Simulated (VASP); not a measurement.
# InAs (F-43m) in VASP: notebook

The runs below take InAs through single point, with r2SCAN.

All numbers are computed with VASP 6.6.1; they aren't measurements. Logs are shortened: lines on timing, memory, paths and dates and some standing lists are left out, and cuts for length are marked.

### 1 The cell of the first run

It takes space group F-43m (No. 216, cubic). The conventional cell has a = 6.048 Å, b = 6.048 Å, c = 6.048 Å, α = 90.00°, β = 90.00°, γ = 90.00°. In (site symmetry -43m) has 4 As at 2.62 Å within 3.5 Å. Within 3.5 Å of As (site symmetry -43m) lie 4 In at 2.62 Å.

### 2 Single point, r2SCAN

File POSCAR:

```
InAs
1.0
    0.0000000000      3.0240000793      3.0240000793
    3.0240000793      0.0000000000      3.0240000793
    3.0240000793      3.0240000793      0.0000000000
In As
1 1
Direct
    0.0000000000      0.0000000000      0.0000000000
    0.7500000000      0.7500000000      0.7500000000
```

File INCAR.step1:

```
PREC     = Accurate       # precision mode
ENCUT    = 520            # plane-wave cutoff, eV
ISMEAR   = 0              # smearing method
SIGMA    = 0.05           # smearing width, eV
LREAL    = F              # projectors in reciprocal space
LASPH    = T              # aspherical terms in the spheres
NELM     = 60             # most SCF steps
NBANDS   = 16             # bands
GGA      = PE             # functional
ALGO     = Normal         # electronic algorithm
EDIFF    = 1E-4           # SCF threshold, eV
LWAVE    = T              # write WAVECAR
LCHARG   = F              # write CHGCAR
```

File INCAR.step2:

```
PREC     = Accurate       # precision mode
ENCUT    = 520            # plane-wave cutoff, eV
EDIFF    = 1E-7           # SCF threshold, eV
ISMEAR   = 0              # smearing method
SIGMA    = 0.05           # smearing width, eV
LREAL    = F              # projectors in reciprocal space
LASPH    = T              # aspherical terms in the spheres
NELM     = 60             # most SCF steps
ALGO     = Normal         # electronic algorithm
ISIF     = 2              # what is computed and relaxed
LWAVE    = F              # write WAVECAR
LCHARG   = F              # write CHGCAR
METAGGA  = R2SCAN         # meta-GGA
LMIXTAU  = T            
NBANDS   = 16             # bands
ISTART   = 1
```

File KPOINTS:

```
regular mesh
0
Gamma
  10 10 10
```

Potentials or basis: VASP PAW PBE potentials, release 64 (In_d, As).

Run with:

```sh
cat potpaw_PBE.64/In_d/POTCAR potpaw_PBE.64/As/POTCAR > POTCAR
cp INCAR.step1 INCAR
mpirun -np 1 vasp_std > vasp.out
cp INCAR.step2 INCAR
mpirun -np 1 vasp_std > vasp.out
```

OUTCAR:

```text
PREC = Accurate
   ENCUT = 520
   EDIFF = 1E-7
   ISMEAR = 0
   LREAL = F
   LASPH = T
   NELM = 60
   ISIF = 2
   METAGGA = R2SCAN
   ISTART = 1

 ion  position               nearest neighbor table
   1  0.000  0.000  0.000-   2 2.62   2 2.62   2 2.62   2 2.62
   2  0.750  0.750  0.750-   1 2.62   1 2.62   1 2.62   1 2.62

  LATTYP: Found a face centered cubic cell.
 ALAT       =     6.0480001586

  Lattice vectors:

 A1 = (   0.0000000000,   3.0240000793,   3.0240000793)
 A2 = (   3.0240000793,   0.0000000000,   3.0240000793)
 A3 = (   3.0240000793,   3.0240000793,   0.0000000000)

Analysis of symmetry for initial positions (statically):
=====================================================================
 Subroutine PRICEL returns:
 Original cell was already a primitive cell.

 Routine SETGRP: Setting up the symmetry group for a
 face centered cubic supercell.

 Subroutine GETGRP returns: Found 24 space group operations
 (whereof 24 operations were pure point group operations)
 out of a pool of 48 trial point group operations.

The static configuration has the point symmetry T_d .

Analysis of symmetry for dynamics (positions and initial velocities):
=====================================================================
 Subroutine PRICEL returns:
 Original cell was already a primitive cell.

 Routine SETGRP: Setting up the symmetry group for a
 face centered cubic supercell.

 Subroutine GETGRP returns: Found 24 space group operations
 (whereof 24 operations were pure point group operations)
 out of a pool of 48 trial point group operations.

The dynamic configuration has the point symmetry T_d .

 Subroutine INISYM returns: Found 24 space group operations
 (whereof 24 operations are pure point group operations),
 and found     1 'primitive' translations

----------------------------------------------------------------------------------------

                                     Primitive cell

  volume of cell :      55.3064

  direct lattice vectors                    reciprocal lattice vectors
     0.000000000  3.024000079  3.024000079    -0.165343911  0.165343911  0.165343911
     3.024000079  0.000000000  3.024000079     0.165343911 -0.165343911  0.165343911
     3.024000079  3.024000079  0.000000000     0.165343911  0.165343911 -0.165343911

  length of vectors
     4.276581925  4.276581925  4.276581925     0.286384055  0.286384055  0.286384055

  position of ions in fractional coordinates (direct lattice)
     0.000000000  0.000000000  0.000000000
     0.750000000  0.750000000  0.750000000

  ion indices of the primitive-cell ions
   primitive index   ion index
                 1           1
                 2           2

----------------------------------------------------------------------------------------

 KPOINTS: regular mesh

Automatic generation of k-mesh.
 Grid dimensions read from file:
 generate k-points for:   10   10   10

 Generating k-lattice:

  Cartesian coordinates                     Fractional coordinates (reciprocal lattice)
    -0.016534391  0.016534391  0.016534391     0.100000000  0.000000000  0.000000000
     0.016534391 -0.016534391  0.016534391     0.000000000  0.100000000  0.000000000
     0.016534391  0.016534391 -0.016534391     0.000000000  0.000000000  0.100000000

  Length of vectors
     0.028638405  0.028638405  0.028638405

  Shift w.r.t. Gamma in fractional coordinates (k-lattice)
     0.000000000  0.000000000  0.000000000

 Subroutine IBZKPT returns following result:
 ===========================================

 Found     47 irreducible k-points:

 Following reciprocal coordinates:
            Coordinates               Weight
  0.000000  0.000000  0.000000      1.000000
  0.100000  0.000000  0.000000      8.000000
  0.200000  0.000000  0.000000      8.000000
  0.300000  0.000000  0.000000      8.000000
  0.400000  0.000000  0.000000      8.000000
  0.500000  0.000000  0.000000      4.000000
[... 16 lines left out ...]
  0.300000  0.300000  0.000000      6.000000
  0.400000  0.300000  0.000000     24.000000
 [... further k-points ...]
   k-points           NKPTS =     47   k-points in BZ     NKDIM =     47   number of bands    NBANDS=     16
   number of dos      NEDOS =    301   number of ions     NIONS =      2
   total plane-waves  NPLWV =  32768
   dimension x,y,z NGX =    32 NGY =   32 NGZ =   32
   dimension x,y,z NGXF=    64 NGYF=   64 NGZF=   64
   ions per type =               1   1
   NGX,Y,Z   is equivalent  to a cutoff of  12.44, 12.44, 12.44 a.u.
   NGXF,Y,Z  is equivalent  to a cutoff of  24.88, 24.88, 24.88 a.u.
 SYSTEM =  unknown system
   PREC   = accura    normal or accurate (medium, high low for compatibility)
   ISTART =      1    job   : 0-new  1-cont  2-samecut
   ICHARG =      0    charge: 1-file 2-atom 10-const
   ISPIN  =      1    spin polarized calculation?
   LNONCOLLINEAR =      F non collinear calculations
   LSORBIT =      F    spin-orbit coupling
   LASPH  =      T    aspherical Exc in radial PAW
   ENCUT  =  520.0 eV  38.22 Ry    6.18 a.u.   7.95  7.95  7.95*2*pi/ulx,y,z
   NELM   =     60;   NELMIN=  2; NELMDL=  0     # of ELM steps
   EDIFF  = 0.1E-06   stopping-criterion for ELM
   LREAL  =      F    real-space projection
   EDIFFG = 0.1E-05   stopping-criterion for IOM
   NSW    =      0    number of steps for IOM
   IBRION =     -1    ionic relax: 0-MD 1-quasi-New 2-CG
   NFREE  =      0    steps in history (QN), initial steepest desc. (CG)
   ISIF   =      2    stress and relaxation
   ISYM   =      2    0-nonsym 1-usesym 2-fastsym
   POTIM  = 0.5000    time-step for ionic-motion
   TEBEG  =    0.0;   TEEND  =   0.0 temperature during run
   PSTRESS=    0.0 pullay stress
   NELECT =      18.0000    total number of electrons
   NUPDOWN=      -1.0000    fix difference up-down
   EMIN   =  10.00;   EMAX   =-10.00  energy-range for DOS
   EFERMI =   0.00;   METHOD = LEGACY
   ISMEAR =     0;   SIGMA  =   0.05  broadening in eV -4-tet -1-fermi 0-gaus
   EFERMI_NEDOS =   21; number of points for ismear=-14 and -15
   IALGO  =     38    algorithm
   IMIX   =      4    mixing-type and parameters
     AMIX     =   0.40;   BMIX     =  1.00
     AMIX_MAG =   1.60;   BMIX_MAG =  1.00
  volume/ion in A,a.u.               =      27.65       186.61
  Fermi-wavevector in a.u.,A,eV,Ry     =   1.126092  2.128005 17.253319  1.268083
  Thomas-Fermi vector in A             =   2.262772
   LORBIT       =      0    0 simple, 1 ext, 2 COOP (PROOUT), +10 PAW based schemes
   METAGGA = R2SCAN    functional components
   LHFCALC =     F    Hartree Fock is set to
   AEXX    =    0.0000 exact exchange contribution
   IVDW    =     0    specifies the selected vdW correction
   LEPSILON=     F    determine dielectric tensor
   LRPA    =     F    only Hartree local field effects (RPA)
 non-spin polarized calculation
 Gauss-broadening in eV      SIGMA  =   0.05
  energy-cutoff  :      520.00
  volume of cell :       55.31
 maximum number of plane-waves:      1524
   NGX = 15   NGY = 15   NGZ = 15

 number of electron      17.9999990 magnetization

 Free energy of the ion-electron system (eV)
  ---------------------------------------------------
  ext. energy  EPLUGINS =         0.00000000
  ---------------------------------------------------
  free energy    TOTEN  =       -38.05142667 eV

  energy without entropy =      -38.05142645  energy(sigma->0) =      -38.05142656

 E-fermi :   4.3966     XC(G=0):  -9.6552

 val. band max:        4.2677747075   @ k =   0.0000   0.0000   0.0000
 cond. band min:       4.5149710172   @ k =   0.0000   0.0000   0.0000
 fundamental gap:      0.2471963096
 Fermi energy:         4.3965553403

 k-point     1 :       0.0000    0.0000    0.0000
  band No.  band energies     occupation
      1     -10.5800      2.00000
      2     -10.5799      2.00000
      3     -10.5799      2.00000
      4     -10.4322      2.00000
      5     -10.4322      2.00000
      6      -8.0295      2.00000
[... 8 lines left out ...]
     15      14.4424      0.00000
     16      14.4424      0.00000

 k-point     2 :       0.1000    0.0000    0.0000
  band No.  band energies     occupation
      1     -10.5947      2.00000
      2     -10.5758      2.00000
      3     -10.5758      2.00000
      4     -10.4323      2.00000
      5     -10.4323      2.00000
      6      -7.9194      2.00000
[... 8 lines left out ...]
     15      13.7409      0.00000
     16      13.7409      0.00000

 k-point     3 :       0.2000    0.0000    0.0000
  band No.  band energies     occupation
      1     -10.6312      2.00000
      2     -10.5655      2.00000
      3     -10.5655      2.00000
      4     -10.4318      2.00000
      5     -10.4318      2.00000
      6      -7.6079      2.00000
[... 8 lines left out ...]
     15      13.2726      0.00000
     16      13.3788      0.00000

 k-point     4 :       0.3000    0.0000    0.0000
  band No.  band energies     occupation
      1     -10.6728      2.00000
      2     -10.5544      2.00000
      3     -10.5544      2.00000
      4     -10.4296      2.00000
      5     -10.4296      2.00000
      6      -7.1555      2.00000
[... 8 lines left out ...]
     15      13.5896      0.00000
     16      13.5896      0.00000
[... 324 lines left out ...]
 k-point    22 :      -0.2000    0.2000    0.0000
  band No.  band energies     occupation
      1     -10.6864      2.00000
      2     -10.5486      2.00000
      3     -10.5443      2.00000
      4     -10.4364      2.00000
      5     -10.4274      2.00000
      6      -7.0020      2.00000
[... 8 lines left out ...]
     15      14.7229      0.00000
     16      15.5311      0.00000

 k-point    23 :       0.3000    0.3000    0.0000
  band No.  band energies     occupation
      1     -10.7202      2.00000
      2     -10.5232      2.00000
      3     -10.5231      2.00000
      4     -10.4571      2.00000
      5     -10.4161      2.00000
      6      -6.8644      2.00000
[... 8 lines left out ...]
     15      15.4125      0.00000
     16      16.8489      0.00000

 k-point    24 :       0.4000    0.3000    0.0000
  band No.  band energies     occupation
      1     -10.7425      2.00000
      2     -10.5147      2.00000
      3     -10.5124      2.00000
      4     -10.4601      2.00000
      5     -10.4138      2.00000
      6      -6.4979      2.00000
[... 8 lines left out ...]
     15      15.9260      0.00000
     16      17.0166      0.00000

 [... further k-points ...]

------------------------ aborting loop because EDIFF is reached ----------------------------------------

  FORCE on cell =-STRESS in cart. coord.  units (eV):
  Direction    XX          YY          ZZ          XY          YZ          ZX
  --------------------------------------------------------------------------------------
  -------------------------------------------------------------------------------------
  Total        0.6406721      0.6406721      0.6406721     -0.0000000      0.0000000     -0.0000000
  in kB       18.5597025     18.5597025     18.5597025     -0.0000000      0.0000000     -0.0000000
  external PRESSURE =      18.5597025 kB  Pullay stress =       0.0000000 kB

 VOLUME and BASIS-vectors are now :
 -----------------------------------------------------------------------------
  energy-cutoff  :      520.00
  volume of cell :       55.31
      direct lattice vectors                 reciprocal lattice vectors
     0.000000000  3.024000079  3.024000079    -0.165343911  0.165343911  0.165343911
     3.024000079  0.000000000  3.024000079     0.165343911 -0.165343911  0.165343911
     3.024000079  3.024000079  0.000000000     0.165343911  0.165343911 -0.165343911

 POSITION                                       TOTAL-FORCE (eV/Angst)
 -----------------------------------------------------------------------------------
      0.00000      0.00000      0.00000        -0.000000     -0.000000     -0.000000
      4.53600      4.53600      4.53600         0.000000      0.000000      0.000000
 -----------------------------------------------------------------------------------
    total drift:                                0.000003      0.000003      0.000003

  FREE ENERGIE OF THE ION-ELECTRON SYSTEM (eV)
  ---------------------------------------------------
  free  energy   TOTEN  =       -38.0514266688 eV

  energy  without entropy=      -38.0514264541  energy(sigma->0) =      -38.05142656
```

Run time: 63 s. Hardware: 1 thread of Intel Xeon 6975P-C (Granite Rapids), shared host; peak memory 0.21 GiB.

Results:

```yaml
Free_energy: -38.0514 eV
Pressure: 1.9 GPa
Band_gap_on_the_k_mesh: 0.25 eV
```

Caveat: the PAW data sets were made with another functional, which shifts forces and pressure a little; spin-orbit coupling is left out, which moves the levels of the heavy elements.

### 3 Single point, r2SCAN, non-collinear spin, zero start, spin-orbit coupling (26.55 Å³/atom)

This run uses another cell than the first one, of 26.55 Å³/atom.

File POSCAR:

```
InAs
1.0
    0.0000000000      2.9831302033      2.9831302033
    2.9831302033      0.0000000000      2.9831302033
    2.9831302033      2.9831302033      0.0000000000
In As
1 1
Direct
    0.0000000000      0.0000000000      0.0000000000
    0.7500000000      0.7500000000      0.7500000000
```

File INCAR.step1:

```
SYSTEM = InAs
ALGO     = Normal         ! electronic algorithm
EDIFF    = 1E-4           ! SCF threshold, eV
ENCUT    = 520            ! plane-wave cutoff, eV
GGA      = PE             ! functional
GGA_COMPAT= .FALSE.      
ISMEAR   = 0              ! smearing method
LASPH    = .TRUE.         ! aspherical terms in the spheres
LCHARG   = .FALSE.        ! write CHGCAR
LREAL    = .FALSE.        ! projectors in reciprocal space
LSORBIT  = .TRUE.         ! spin-orbit coupling
LWAVE    = .TRUE.         ! write WAVECAR
MAGMOM   = 0 0 0 0 0 0    ! initial moments
NBANDS   = 30             ! bands
NELM     = 150            ! most SCF steps
PREC     = Accurate       ! precision mode
SIGMA    = 0.05           ! smearing width, eV
```

File INCAR.step2:

```
SYSTEM = InAs
ALGO     = Normal         ! electronic algorithm
EDIFF    = 1E-6           ! SCF threshold, eV
ENCUT    = 520            ! plane-wave cutoff, eV
GGA_COMPAT= .FALSE.      
ISIF     = 2              ! what is computed and relaxed
ISMEAR   = 0              ! smearing method
ISTART   = 1            
LASPH    = .TRUE.         ! aspherical terms in the spheres
LCHARG   = .TRUE.         ! write CHGCAR
LMIXTAU  = .TRUE.       
LORBIT   = 11             ! projections on sites
LORBMOM  = .TRUE.       
LREAL    = .FALSE.        ! projectors in reciprocal space
LSORBIT  = .TRUE.         ! spin-orbit coupling
LVHAR    = .TRUE.       
LWAVE    = .FALSE.        ! write WAVECAR
MAGMOM   = 0 0 0 0 0 0    ! initial moments
METAGGA  = R2SCAN         ! meta-GGA
NBANDS   = 30             ! bands
NELM     = 150            ! most SCF steps
PREC     = Accurate       ! precision mode
SIGMA    = 0.05           ! smearing width, eV
```

File KPOINTS:

```
k-points
0
G
  6 6 6
  0 0 0
```

Potentials or basis: VASP PAW PBE potentials, release 64 (In_d, As).

Run with:

```sh
cat potpaw_PBE.64/In_d/POTCAR potpaw_PBE.64/As/POTCAR > POTCAR
cp INCAR.step1 INCAR
mpirun -np 1 vasp_ncl > vasp.out
cp INCAR.step2 INCAR
mpirun -np 1 vasp_ncl > vasp.out
```

Run time: 2.2 min. Hardware: 1 thread of Intel Xeon 6975P-C (Granite Rapids), shared host; peak memory 0.38 GiB.

Results (log left out):

```
Free energy                                           : -38.0364 eV
Pressure                                              : 4.8 GPa
Net moment                                            : 0.00 μB per cell
Valence electrons inside the program's atomic spheres : In 11.54; As 2.88
```

Moments on the atoms (μB; x, y, z):
```
In  0.00 0.00 0.00
As  0.00 0.00 0.00
```

Caveat: the cell stands under pressure; the PAW data sets were made with another functional, which shifts forces and pressure a little.

(Continued in part 2 of 2.)
